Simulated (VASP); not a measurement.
Set up this calculation in VASP 6.6.1, as the native input.

* Task: single point
* Functional: PBE
* Potentials or basis: VASP PAW PBE potentials, release 64 (Zn)
* Cutoff: 520 eV
* k mesh: 11 × 12 × 12
* Occupations: fermi-dirac, width 0.05 eV
* Spin: no spin polarisation
* Dipole correction: no
* Further INCAR settings: ALGO = Fast; EDIFF = 1e-07; NBANDS = 12

The structure of Zn lies in POSCAR:

```
Zn
1.0
   -1.2916428922      1.8636747770      1.7439746192
    1.2931269813     -1.6993483397      1.5734039295
    1.2923953121      1.6829261104     -1.5940880223
Zn
1
Direct
    0.0000000000      0.0000000000      0.0000000000
```

These files were run (other wordings do the same):

INCAR

```
ALGO = Fast
EDIFF = 1E-7
ENCUT = 520
GGA = PE
ISIF = 2
ISMEAR = -1
LASPH = T
LCHARG = F
LREAL = F
LWAVE = F
NBANDS = 12
NELM = 100
PREC = Accurate
SIGMA = 0.05
```

KPOINTS

```
k-points
0
Gamma
  11 12 12
```

Potentials or basis: VASP PAW PBE potentials, release 64 (Zn).

Run with:

```sh
$ cat potpaw_PBE.64/Zn/POTCAR > POTCAR
$ mpirun -np 1 vasp_std > vasp.out
```

It gave:

| Quantity | Value |
| --- | --- |
| Pressure | 2.6 GPa |
| Band gap on the k mesh | zero (band 6 reaches 5.61 eV, above the bottom of band 7 at -0.20 eV) |

Run time: 91 s on 1 thread of Intel(R) Xeon(R) Platinum 8259CL CPU @ 2.50GHz (Skylake/Cascade Lake), with other jobs on the host, peak memory 0.24 GiB.
